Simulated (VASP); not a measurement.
Set up this calculation in VASP 6.6.1, as the native input.

| Item | Value |
| --- | --- |
| Task | single point |
| Functional | r2SCAN |
| Potentials or basis | VASP PAW PBE potentials, release 64 (Sb) |
| Cutoff | 520 eV |
| k mesh | 14 × 14 × 14 |
| Occupations | gaussian, width 0.1 eV |
| Spin | no spin polarisation |
| Dipole correction | no |
| Further INCAR settings | ALGO = Normal; EDIFF = 1e-06; NBANDS = 8 |

Sb:

```
CELL_PARAMETERS angstrom
3.07045 0.00000 0.00000
0.00000 3.07045 0.00000
0.00000 0.00000 3.07045
ATOMIC_POSITIONS crystal
Sb 0.00000 0.00000 0.00000
```

This isn't the form of Sb at room conditions, which is rhombohedral.

One way to write it, as run:

POSCAR

```
Sb
1.0
    3.0704495070      0.0000000000      0.0000000000
    0.0000000000      3.0704495070      0.0000000000
    0.0000000000      0.0000000000      3.0704495070
Sb
1
Direct
    0.0000000000      0.0000000000      0.0000000000
```

INCAR.step1

```
SYSTEM = Sb
PREC = Accurate
ENCUT = 520
ISMEAR = 0
SIGMA = 0.1
LREAL = .False.
LASPH = .True.
NELM = 100
NBANDS = 8
GGA = PE
ALGO = Normal
EDIFF = 1E-4
LWAVE = .True.
LCHARG = .False.
```

INCAR.step2

```
SYSTEM = Sb
PREC = Accurate
ENCUT = 520
EDIFF = 1E-6
ISMEAR = 0
SIGMA = 0.1
LREAL = .False.
LASPH = .True.
NELM = 100
ALGO = Normal
ISIF = 2
LWAVE = .False.
LCHARG = .False.
METAGGA = R2SCAN
LMIXTAU = .True.
NBANDS = 8
ISTART = 1
```

KPOINTS

```
regular mesh
0
Gamma
  14 14 14
  0 0 0
```

Potentials or basis: VASP PAW PBE potentials, release 64 (Sb).

Command:

```console
$ cat potpaw_PBE.64/Sb/POTCAR > POTCAR
$ cp INCAR.step1 INCAR
$ mpirun -np 1 vasp_std > vasp.out
$ cp INCAR.step2 INCAR
$ mpirun -np 1 vasp_std > vasp.out
```

Results of the run:

```yaml
Pressure: 1.0 GPa
Band_gap_on_the_k_mesh: zero (an odd number of electrons rules out a gap without spin polarisation)
```

Caveat: the PAW data sets were made with another functional, which shifts forces and pressure a little; spin-orbit coupling is left out, which moves the levels of the heavy elements.

It took 40 s on 1 thread of Intel(R) Xeon(R) Platinum 8375C CPU @ 2.90GHz (Ice Lake), with other jobs on the host, peak memory 0.16 GiB.
